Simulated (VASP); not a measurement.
Write the native input for VASP 6.6.1 that does the following.

```
Task                   : single point
Functional             : PBE
Potentials or basis    : VASP PAW PBE potentials, release 64 (Al, N)
Cutoff                 : 520 eV
k mesh                 : 12 × 12 × 7
Occupations            : fermi-dirac, width 0.08 eV
Spin                   : no spin polarisation
Dipole correction      : no
Further INCAR settings : ALGO = Normal; EDIFF = 1e-06; NBANDS = 16
```

The structure of AlN (NiAs type) lies in POSCAR:

```
AlN
1.0
    2.7814421008      0.0000000000      0.0000000000
   -1.3907210504      2.4087995184      0.0000000000
    0.0000000000      0.0000000000      4.7737936944
Al N
2 2
Direct
    0.0000000000      0.0000000000      0.0000000000
    0.0000000000      0.0000000000      0.5000000000
    0.3333333333      0.6666666667      0.2500000000
    0.6666666667      0.3333333333      0.7500000000
```

One way to write it, as run:

INCAR

```
SYSTEM = AlN
  PREC = Accurate
  ENCUT = 520
  EDIFF = 1E-6
  ISMEAR = -1
  SIGMA = 0.08
  LREAL = .False.
  LASPH = .True.
  NELM = 100
  ALGO = Normal
  ISIF = 2
  LWAVE = .False.
  LCHARG = .True.
  GGA = PE
  LELF = .True.
  LVHAR = .True.
  NBANDS = 16
```

KPOINTS

```
regular mesh
0
Gamma
  12 12 7
  0 0 0
```

Potentials or basis: VASP PAW PBE potentials, release 64 (Al, N).

Command:

```sh
$ cat potpaw_PBE.64/Al/POTCAR potpaw_PBE.64/N/POTCAR > POTCAR
$ mpirun -np 1 vasp_std > vasp.out
```

Results of the run:

```json
{
 "Pressure": "20.7 GPa",
 "Band gap on the k mesh": "5.22 eV, indirect (least direct gap 5.87 eV)"
}
```

Run time: 16 s on 1 thread of Intel(R) Xeon(R) 6975P-C (Granite Rapids), on a shared host, peak memory 0.16 GiB.
